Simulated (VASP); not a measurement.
Here is a VASP 6.6.1 calculation.

File POSCAR:

```
GaSb
1.0
    0.0000000000      3.1578551619      2.9884959792
    3.1578551619      0.0000000000      2.9884959792
    3.1578551619      3.1578551619      0.0000000000
Ga Sb
1 1
Direct
    0.0000000000      0.0000000000      0.0000000000
    0.2500000000      0.2500000000      0.2500000000
```

Contents of INCAR.step1:

```
ALGO = Normal ; EDIFF = 1E-4
ENCUT = 520 ; GGA = PE
ISMEAR = -1 ; LASPH = True
LCHARG = False ; LREAL = False
LWAVE = True ; NBANDS = 16
NELM = 80 ; PREC = Accurate
SIGMA = 0.02
```

Contents of INCAR.step2:

```
ALGO = Normal ; EDIFF = 1E-6
ENCUT = 520 ; ISIF = 2
ISMEAR = -1 ; ISTART = 1
LASPH = True ; LCHARG = False
LMIXTAU = True ; LREAL = False
LWAVE = False ; METAGGA = R2SCAN
NBANDS = 16 ; NELM = 80
PREC = Accurate ; SIGMA = 0.02
```

Contents of KPOINTS:

```
k-points
0
Gamma
  8 8 8
```

Potentials or basis: VASP PAW PBE potentials, release 64 (Ga_d, Sb).

The run is started by

```bash
$ cat potpaw_PBE.64/Ga_d/POTCAR potpaw_PBE.64/Sb/POTCAR > POTCAR
$ cp INCAR.step1 INCAR
$ mpirun -np 1 vasp_std > vasp.out
$ cp INCAR.step2 INCAR
$ mpirun -np 1 vasp_std > vasp.out
```

(1) What does it give for the band gap on the k mesh?

(2) Estimate the pressure.

Answers

(1) 0.07 eV.

(2) -1.5 GPa.

Caveat: the cell differs from its parent crystal (epitaxial xy strain +3.0%); semilocal functionals underestimate gaps, and a narrow one can read as zero; the PAW data sets were made with another functional, which shifts forces and pressure a little; spin-orbit coupling is left out, which moves the levels of the heavy elements.
